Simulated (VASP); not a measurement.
# Ca (Pm-3m) in VASP: further runs

Ca is run at these levels: BLYP, PBE; tasks: single point.

Everything below comes from runs of VASP 6.6.1. Logs are shortened: lines on timing, memory, paths and dates and some standing lists are left out, and cuts for length are marked.

**1. The cell of the first run**

It takes space group Pm-3m (No. 221, cubic). The conventional cell has a = 3.489 Å, b = 3.489 Å, c = 3.489 Å, α = 90.00°, β = 90.00°, γ = 90.00°. Within 4.6 Å of Ca (site symmetry m-3m) lie 6 Ca at 3.49 Å.

This isn't the form of Ca at room conditions, which is fcc.

**2. Single point, BLYP**

INCAR

```
PREC = Accurate
ENCUT = 500
EDIFF = 1E-6
ISMEAR = 0
SIGMA = 0.1
LREAL = F
LASPH = T
NELM = 120
ALGO = Normal
ISIF = 2
LWAVE = F
LCHARG = F
GGA = B5
ALDAX = 1.0
AGGAX = 1.0
AGGAC = 1.0
ALDAC = 0.0
NELECT = 9.5
NBANDS = 11
GGA_COMPAT = F
```

KPOINTS

```
Automatic mesh
0
Gamma
  4 4 4
```

POSCAR

```
Ca
1.0
    3.4886563400      0.0000000000      0.0000000000
    0.0000000000      3.4886563400      0.0000000000
    0.0000000000      0.0000000000      3.4886563400
Ca
1
Direct
    0.0000000000      0.0000000000      0.0000000000
```

Potentials or basis: VASP PAW PBE potentials, release 64 (Ca_sv).

The run is started by

```sh
> cat potpaw_PBE.64/Ca_sv/POTCAR > POTCAR
> mpirun -np 1 vasp_std > vasp.out
```

OUTCAR:

```text
PREC = Accurate
   ENCUT = 500
   EDIFF = 1E-6
   ISMEAR = 0
   LREAL = F
   LASPH = T
   NELM = 120
   ISIF = 2
   GGA = B5
   NELECT = 9.5

 ion  position               nearest neighbor table
   1  0.000  0.000  0.000-

  LATTYP: Found a simple cubic cell.
 ALAT       =     3.4886563400

  Lattice vectors:

 A1 = (   3.4886563400,   0.0000000000,   0.0000000000)
 A2 = (   0.0000000000,   3.4886563400,   0.0000000000)
 A3 = (   0.0000000000,   0.0000000000,   3.4886563400)

Analysis of symmetry for initial positions (statically):
=====================================================================
 Subroutine PRICEL returns:
 Original cell was already a primitive cell.

 Routine SETGRP: Setting up the symmetry group for a
 simple cubic supercell.

 Subroutine GETGRP returns: Found 48 space group operations
 (whereof 48 operations were pure point group operations)
 out of a pool of 48 trial point group operations.

The static configuration has the point symmetry O_h .

Analysis of symmetry for dynamics (positions and initial velocities):
=====================================================================
 Subroutine PRICEL returns:
 Original cell was already a primitive cell.

 Routine SETGRP: Setting up the symmetry group for a
 simple cubic supercell.

 Subroutine GETGRP returns: Found 48 space group operations
 (whereof 48 operations were pure point group operations)
 out of a pool of 48 trial point group operations.

The dynamic configuration has the point symmetry O_h .

 Subroutine INISYM returns: Found 48 space group operations
 (whereof 48 operations are pure point group operations),
 and found     1 'primitive' translations

----------------------------------------------------------------------------------------

                                     Primitive cell

  volume of cell :      42.4595

  direct lattice vectors                    reciprocal lattice vectors
     3.488656340  0.000000000  0.000000000     0.286643310  0.000000000  0.000000000
     0.000000000  3.488656340  0.000000000     0.000000000  0.286643310  0.000000000
     0.000000000  0.000000000  3.488656340     0.000000000  0.000000000  0.286643310

  length of vectors
     3.488656340  3.488656340  3.488656340     0.286643310  0.286643310  0.286643310

  position of ions in fractional coordinates (direct lattice)
     0.000000000  0.000000000  0.000000000
[... 66 lines left out ...]
   NFREE  =      0    steps in history (QN), initial steepest desc. (CG)
   ISIF   =      2    stress and relaxation
   ISYM   =      2    0-nonsym 1-usesym 2-fastsym
   POTIM  = 0.5000    time-step for ionic-motion
   TEBEG  =    0.0;   TEEND  =   0.0 temperature during run
   PSTRESS=    0.0 pullay stress
   NELECT =       9.5000    total number of electrons
   NUPDOWN=      -1.0000    fix difference up-down
   EMIN   =  10.00;   EMAX   =-10.00  energy-range for DOS
   EFERMI =   0.00;   METHOD = LEGACY
   ISMEAR =     0;   SIGMA  =   0.10  broadening in eV -4-tet -1-fermi 0-gaus
   EFERMI_NEDOS =   21; number of points for ismear=-14 and -15
   IALGO  =     38    algorithm
   IMIX   =      4    mixing-type and parameters
     AMIX     =   0.40;   BMIX     =  1.00
     AMIX_MAG =   1.60;   BMIX_MAG =  1.00
  volume/ion in A,a.u.               =      42.46       286.53
  Fermi-wavevector in a.u.,A,eV,Ry     =   0.993858  1.878120 13.439216  0.987755
  Thomas-Fermi vector in A             =   2.125769
   LORBIT       =      0    0 simple, 1 ext, 2 COOP (PROOUT), +10 PAW based schemes
   GGA     = B5    functional components
   LHFCALC =     F    Hartree Fock is set to
   AEXX    =    0.0000 exact exchange contribution
   IVDW    =     0    specifies the selected vdW correction
   LEPSILON=     F    determine dielectric tensor
   LRPA    =     F    only Hartree local field effects (RPA)
 non-spin polarized calculation
 Gauss-broadening in eV      SIGMA  =   0.10
  energy-cutoff  :      500.00
  volume of cell :       42.46
 maximum number of plane-waves:      1108
 NGX is ok and might be reduce to    28
   NGX = 13   NGY = 13   NGZ = 13

 number of electron      10.0000000 magnetization

 number of electron       9.4999999 magnetization

 Free energy of the ion-electron system (eV)
  ---------------------------------------------------
  ext. energy  EPLUGINS =         0.00000000
  ---------------------------------------------------
  free energy    TOTEN  =        -1.89588086 eV

  energy without entropy =       -1.87330623  energy(sigma->0) =       -1.88459355

 E-fermi :   2.3448     XC(G=0):  -6.8182

 val. band max:        2.3434907238   @ k =   0.5000   0.2500   0.0000
 cond. band min:       2.4026528707   @ k =   0.5000   0.0000   0.0000
 fundamental gap:      0.0591621469
 Fermi energy:         2.3447878205

 k-point     1 :       0.0000    0.0000    0.0000
  band No.  band energies     occupation
      1     -39.8146      2.00000
      2     -20.8087      2.00000
      3     -20.8087      2.00000
      4     -20.8087      2.00000
      5      -1.0824      2.00000
      6       3.1610      0.00000
      7       3.1610      0.00000
      8       6.3063      0.00000
      9       6.3063      0.00000
     10       6.3063      0.00000
     11      11.4283      0.00000
[... 113 lines left out ...]
 k-point    10 :       0.5000    0.5000    0.5000
  band No.  band energies     occupation
      1     -39.7567      2.00000
      2     -20.9753      2.00000
      3     -20.9753      2.00000
      4     -20.9753      2.00000
      5       3.1486      0.00000
      6       3.1486      0.00000
      7       3.1486      0.00000
      8       7.0498      0.00000
      9       7.0498      0.00000
     10       8.1896      0.00000
     11       8.1896      0.00000

------------------------ aborting loop because EDIFF is reached ----------------------------------------

  FORCE on cell =-STRESS in cart. coord.  units (eV):
  Direction    XX          YY          ZZ          XY          YZ          ZX
  --------------------------------------------------------------------------------------
  -------------------------------------------------------------------------------------
  Total       -1.4690578     -1.4690578     -1.4690578     -0.0000000      0.0000000     -0.0000000
  in kB      -55.4338314    -55.4338314    -55.4338314     -0.0000000      0.0000000     -0.0000000
  external PRESSURE =     -55.4338314 kB  Pullay stress =       0.0000000 kB

 VOLUME and BASIS-vectors are now :
 -----------------------------------------------------------------------------
  energy-cutoff  :      500.00
  volume of cell :       42.46
      direct lattice vectors                 reciprocal lattice vectors
     3.488656340  0.000000000  0.000000000     0.286643310  0.000000000  0.000000000
     0.000000000  3.488656340  0.000000000     0.000000000  0.286643310  0.000000000
     0.000000000  0.000000000  3.488656340     0.000000000  0.000000000  0.286643310

 POSITION                                       TOTAL-FORCE (eV/Angst)
 -----------------------------------------------------------------------------------
      0.00000      0.00000      0.00000         0.000000      0.000000      0.000000
 -----------------------------------------------------------------------------------
    total drift:                               -0.000000     -0.000000     -0.000000

  FREE ENERGIE OF THE ION-ELECTRON SYSTEM (eV)
  ---------------------------------------------------
  free  energy   TOTEN  =        -1.8958808608 eV

  energy  without entropy=       -1.8733062334  energy(sigma->0) =       -1.88459355
```

OSZICAR:

```text
N       E                     dE             d eps       ncg     rms          rms(c)
DAV:   1     0.582544559459E+02    0.58254E+02   -0.41698E+03   220   0.679E+02
DAV:   2    -0.341858476585E+00   -0.58596E+02   -0.57982E+02   241   0.196E+02
DAV:   3    -0.172002161971E+01   -0.13782E+01   -0.13237E+01   301   0.283E+01
DAV:   4    -0.178182258273E+01   -0.61801E-01   -0.61744E-01   307   0.470E+00
DAV:   5    -0.178485278545E+01   -0.30302E-02   -0.30301E-02   282   0.797E-01    0.233E+00
DAV:   6    -0.189550551360E+01   -0.11065E+00   -0.44167E-02   232   0.102E+00    0.106E+00
DAV:   7    -0.189446111278E+01    0.10444E-02   -0.16427E-02   226   0.110E+00    0.408E-01
DAV:   8    -0.189560970660E+01   -0.11486E-02   -0.23779E-03   246   0.441E-01    0.113E-01
DAV:   9    -0.189564529786E+01   -0.35591E-04   -0.65993E-04   226   0.230E-01    0.448E-02
DAV:  10    -0.189577047846E+01   -0.12518E-03   -0.12622E-04   266   0.591E-02    0.367E-02
DAV:  11    -0.189588128770E+01   -0.11081E-03   -0.48231E-04   234   0.106E-01    0.220E-03
DAV:  12    -0.189588086084E+01    0.42686E-06   -0.71959E-06   240   0.206E-02
   1 F= -.18958809E+01 E0= -.18845935E+01  d E =-.225746E-01
```

Wall time 20 s (1 thread of Intel Xeon 8259CL, shared host); peak memory 0.15 GiB.

What came out:

| Quantity | Value |
| --- | --- |
| Free energy | -1.8959 eV |

Levels at points of the mesh, in eV from the Fermi level:
```tsv
k point	band 1	band 2	band 3	band 4	band 5	band 6	band 7	band 8	band 9	band 10
(0.00, 0.00, 0.00)	-42.16	-23.15	-23.15	-23.15	-3.43	0.82	0.82	3.96	3.96	3.96
(0.50, 0.00, 0.00)	-42.14	-23.37	-23.13	-23.13	-0.92	0.06	1.27	2.81	2.81	4.07
(0.50, 0.50, 0.00)	-42.12	-23.35	-23.35	-23.12	-0.11	0.96	2.82	2.82	3.07	3.07
(0.50, 0.50, 0.50)	-42.10	-23.32	-23.32	-23.32	0.80	0.80	0.80	4.71	4.71	5.84
```

Caveat: the k points lie up to 0.45 Å⁻¹ apart; the cell carries a net charge on a neutralising background, which shifts energy and pressure; the cell is charged against a uniform background, so pressure and absolute levels hang on convention; the PAW data sets were made with another functional, which shifts forces and pressure a little.

**3. Single point, PBE**

INCAR

```
ALGO = Normal
EDIFF = 1E-6
ENCUT = 500
GGA = PE
GGA_COMPAT = False
ISIF = 2
ISMEAR = 0
LASPH = True
LCHARG = False
LREAL = False
LWAVE = False
NBANDS = 11
NELM = 120
PREC = Accurate
SIGMA = 0.0071
```

KPOINTS

```
k-points
0
Gamma
  5 5 5
```

POSCAR is that of step 2.

Potentials or basis: VASP PAW PBE potentials, release 64 (Ca_sv).

The run is started by

```sh
> cat potpaw_PBE.64/Ca_sv/POTCAR > POTCAR
> mpirun -np 1 vasp_std > vasp.out
```

Run time: 9.2 s. Hardware: 1 thread of Intel Xeon 8259CL, shared host; peak memory 0.15 GiB.

It converged, with:

```
Free energy            : -1.5322 eV
Pressure               : 0.2 GPa
Band gap on the k mesh : zero (bands 5 and 6 overlap by 0.19 eV)
```

Levels at points of the mesh, in eV from the Fermi level:
```tsv
k point	band 3	band 4	band 5	band 6	band 7	band 8
(0.00, 0.00, 0.00)	-23.37	-23.37	-4.19	0.52	0.52	3.83
```

Caveat: the k points lie up to 0.36 Å⁻¹ apart.

**4. Single point, PBE**

INCAR

```
  PREC = Accurate
  ENCUT = 500
  EDIFF = 1E-6
  ISMEAR = 0
  SIGMA = 0.1
  LREAL = F
  LASPH = T
  NELM = 120
  ALGO = Normal
  ISIF = 2
  LWAVE = F
  LCHARG = F
  GGA = PE
  NBANDS = 11
  GGA_COMPAT = F
```

KPOINTS

```
regular mesh
0
Gamma
  4 4 4
```

POSCAR is that of step 3.

The run is started by

```sh
> cat potpaw_PBE.64/Ca_sv/POTCAR > POTCAR
> mpirun -np 1 vasp_std > vasp.out
```

It took 9.6 s on 1 thread of Intel Xeon 8259CL, shared host; peak memory 0.15 GiB.

Results (log left out):

* Free energy: -1.4528 eV
* Pressure: 1.3 GPa
* Band gap on the k mesh: zero (bands 5 and 6 overlap by 1.19 eV)

Levels at points of the mesh, in eV from the Fermi level:
```csv
k point,band 2,band 3,band 4,band 5,band 6,band 7,band 8,band 9
"(0.00, 0.00, 0.00)",-22.86,-22.86,-22.86,-3.70,1.01,1.01,4.34,4.34
"(0.50, 0.00, 0.00)",-23.09,-22.85,-22.85,-1.01,-0.32,1.52,3.09,3.09
"(0.50, 0.50, 0.00)",-23.06,-23.06,-22.83,-0.21,1.11,2.58,2.58,3.39
"(0.50, 0.50, 0.50)",-23.03,-23.03,-23.03,0.87,0.87,0.87,5.11,5.11
```

Caveat: the k points lie up to 0.45 Å⁻¹ apart, too coarse for converged energies and pressures of a metal.

**5. Single point, PBE**

INCAR

```
ALGO = Normal
EDIFF = 1E-6
ENCUT = 500
GGA = PE
GGA_COMPAT = False
ISIF = 2
ISMEAR = 0
LASPH = True
LCHARG = True
LELF = True
LREAL = False
LVHAR = True
LWAVE = False
NBANDS = 11
NELM = 120
PREC = Accurate
SIGMA = 0.1
```

KPOINTS

```
k-points
0
Gamma
  6 6 6
```

POSCAR is that of step 4.

The run is started by

```sh
> cat potpaw_PBE.64/Ca_sv/POTCAR > POTCAR
> mpirun -np 1 vasp_std > vasp.out
```

It took 15 s on 1 thread of Intel Xeon 8259CL, shared host; peak memory 0.15 GiB.

Results (log left out):

```
Free energy            : -1.5442 eV
Pressure               : 0.5 GPa
Band gap on the k mesh : zero (bands 5 and 6 overlap by 1.16 eV)
```

Levels at points of the mesh, in eV from the Fermi level:
| k point | band 2 | band 3 | band 4 | band 5 | band 6 | band 7 | band 8 | band 9 |
| --- | --- | --- | --- | --- | --- | --- | --- | --- |
| (0.00, 0.00, 0.00) | -22.91 | -22.91 | -22.91 | -3.70 | 0.99 | 0.99 | 4.30 | 4.30 |
| (0.50, 0.00, 0.00) | -23.14 | -22.89 | -22.89 | -1.01 | -0.32 | 1.50 | 3.05 | 3.05 |
| (0.50, 0.50, 0.00) | -23.11 | -23.11 | -22.88 | -0.23 | 1.10 | 2.58 | 2.58 | 3.35 |
| (0.50, 0.50, 0.50) | -23.08 | -23.08 | -23.08 | 0.84 | 0.84 | 0.84 | 5.06 | 5.06 |

**6. Single point, PBE**

INCAR

```
PREC = Accurate
ENCUT = 500
EDIFF = 1E-6
ISMEAR = 0
SIGMA = 0.1
LREAL = F
LASPH = T
NELM = 120
ALGO = Normal
ISIF = 2
LWAVE = F
LCHARG = T
GGA = PE
LELF = T
LVHAR = T
NELECT = 10.5
NBANDS = 11
GGA_COMPAT = F
```

KPOINTS

```
Automatic mesh
0
Gamma
  8 8 8
```

POSCAR is that of step 5.

Potentials or basis: VASP PAW PBE potentials, release 64 (Ca_sv).

The run is started by

```sh
> cat potpaw_PBE.64/Ca_sv/POTCAR > POTCAR
> mpirun -np 1 vasp_std > vasp.out
```

OUTCAR:

```text
PREC = Accurate
   ENCUT = 500
   EDIFF = 1E-6
   ISMEAR = 0
   LREAL = F
   LASPH = T
   NELM = 120
   ISIF = 2
   GGA = PE
   NELECT = 10.5

 ion  position               nearest neighbor table
   1  0.000  0.000  0.000-

  LATTYP: Found a simple cubic cell.
 ALAT       =     3.4886563400

  Lattice vectors:

 A1 = (   3.4886563400,   0.0000000000,   0.0000000000)
 A2 = (   0.0000000000,   3.4886563400,   0.0000000000)
 A3 = (   0.0000000000,   0.0000000000,   3.4886563400)
[... 514 lines left out ...]
     10       5.3744      0.00000
     11       6.9972      0.00000

 [... further k-points ...]

------------------------ aborting loop because EDIFF is reached ----------------------------------------

  FORCE on cell =-STRESS in cart. coord.  units (eV):
  Direction    XX          YY          ZZ          XY          YZ          ZX
  --------------------------------------------------------------------------------------
  -------------------------------------------------------------------------------------
  Total        2.1788379      2.1788379      2.1788379      0.0000000      0.0000000     -0.0000000
  in kB       82.2168705     82.2168705     82.2168705      0.0000000      0.0000000     -0.0000000
  external PRESSURE =      82.2168705 kB  Pullay stress =       0.0000000 kB

 VOLUME and BASIS-vectors are now :
 -----------------------------------------------------------------------------
  energy-cutoff  :      500.00
  volume of cell :       42.46
      direct lattice vectors                 reciprocal lattice vectors
     3.488656340  0.000000000  0.000000000     0.286643310  0.000000000  0.000000000
     0.000000000  3.488656340  0.000000000     0.000000000  0.286643310  0.000000000
     0.000000000  0.000000000  3.488656340     0.000000000  0.000000000  0.286643310

 POSITION                                       TOTAL-FORCE (eV/Angst)
 -----------------------------------------------------------------------------------
      0.00000      0.00000      0.00000         0.000000      0.000000      0.000000
 -----------------------------------------------------------------------------------
    total drift:                               -0.000000     -0.000000     -0.000000

  FREE ENERGIE OF THE ION-ELECTRON SYSTEM (eV)
  ---------------------------------------------------
  free  energy   TOTEN  =        -0.5486618037 eV

  energy  without entropy=       -0.5405712632  energy(sigma->0) =       -0.54461653
```

OSZICAR:

```text
N       E                     dE             d eps       ncg     rms          rms(c)
DAV:   1     0.659554487779E+02    0.65955E+02   -0.51173E+03   770   0.836E+02
DAV:   2     0.133417099375E+01   -0.64621E+02   -0.63814E+02   857   0.211E+02
DAV:   3    -0.453546734043E+00   -0.17877E+01   -0.17650E+01  1147   0.324E+01
DAV:   4    -0.512773674553E+00   -0.59227E-01   -0.59037E-01  1008   0.480E+00
DAV:   5    -0.514614479252E+00   -0.18408E-02   -0.18405E-02  1103   0.597E-01    0.204E+00
DAV:   6    -0.558539237944E+00   -0.43925E-01   -0.15554E-01   823   0.304E+00    0.129E+00
DAV:   7    -0.551153847792E+00    0.73854E-02   -0.58324E-03   959   0.895E-01    0.616E-01
DAV:   8    -0.548619485725E+00    0.25344E-02   -0.46499E-03  1158   0.607E-01    0.612E-02
DAV:   9    -0.548686226025E+00   -0.66740E-04   -0.26844E-04   880   0.137E-01    0.790E-02
DAV:  10    -0.548662182734E+00    0.24043E-04   -0.59494E-05   878   0.788E-02    0.505E-03
DAV:  11    -0.548661803651E+00    0.37908E-06   -0.24333E-06  1012   0.133E-02
   1 F= -.54866180E+00 E0= -.54461653E+00  d E =-.809054E-02
```

Wall time 24 s (1 thread of Intel Xeon 8259CL, shared host); peak memory 0.16 GiB.

Results:

| Item | Value |
| --- | --- |
| Free energy | -0.5487 eV |

Caveat: the cell carries a net charge on a neutralising background, which shifts energy and pressure; the cell is charged against a uniform background, so pressure and absolute levels hang on convention.

**7. Single point, PBE**

INCAR

```
SYSTEM = Ca
PREC     = Accurate       ! precision mode
ENCUT    = 500            ! plane-wave cutoff, eV
EDIFF    = 1E-6           ! SCF threshold, eV
ISMEAR   = 0              ! smearing method
SIGMA    = 0.1            ! smearing width, eV
LREAL    = .False.        ! projectors in reciprocal space
LASPH    = .True.         ! aspherical terms in the spheres
NELM     = 120            ! most SCF steps
ALGO     = Normal         ! electronic algorithm
ISIF     = 2              ! what is computed and relaxed
LWAVE    = .False.        ! write WAVECAR
LCHARG   = .False.        ! write CHGCAR
GGA      = PE             ! functional
NBANDS   = 11             ! bands
GGA_COMPAT= .False.
```

KPOINTS

```
Automatic mesh
0
Gamma
  8 8 8
  0 0 0
```

POSCAR is that of step 6.

The run is started by

```sh
> cat potpaw_PBE.64/Ca_sv/POTCAR > POTCAR
> mpirun -np 1 vasp_std > vasp.out
```

Wall time 21 s (1 thread of Intel Xeon 8259CL, shared host); peak memory 0.16 GiB.

It converged, with:

| Quantity | Value |
| --- | --- |
| Free energy | -1.5423 eV |
| Pressure | 0.4 GPa |
| Band gap on the k mesh | zero (bands 5 and 6 overlap by 1.17 eV) |

Levels at points of the mesh, in eV from the Fermi level:
```
           k point  band 1  band 2  band 3  band 4  band 5  band 6  band 7  band 8  band 9  band 10
(0.00, 0.00, 0.00)  -42.15  -23.03  -23.03  -23.03   -3.83    0.86    0.86    4.17    4.17     4.17
(0.50, 0.00, 0.00)  -42.13  -23.26  -23.01  -23.01   -1.14   -0.45    1.37    2.93    2.93     4.29
(0.50, 0.50, 0.00)  -42.11  -23.23  -23.23  -23.00   -0.36    0.97    2.44    2.44    3.23     3.23
(0.50, 0.50, 0.50)  -42.09  -23.20  -23.20  -23.20    0.71    0.71    0.71    4.94    4.94     5.64
```

**8. Summary**

| k mesh | smearing | gap on the mesh (eV) | pressure (GPa) |
| --- | --- | --- | --- |
| 5 × 5 × 5 | gaussian 0.0071 eV | none | 0.2 |
| 4 × 4 × 4 | gaussian 0.1 eV | none | 1.3 |
| 6 × 6 × 6 | gaussian 0.1 eV | none | 0.5 |
| 8 × 8 × 8 | gaussian 0.1 eV | none | 0.4 |

Alike in all rows: task single point; level PBE; potentials or basis VASP PAW PBE potentials, release 64 (Ca_sv); no spin polarisation; cell as given; cutoff (eV) 500.

Caveats: some runs use coarse meshes.

Total energies depend on the potentials used, so only differences within one code and one set of settings carry meaning.
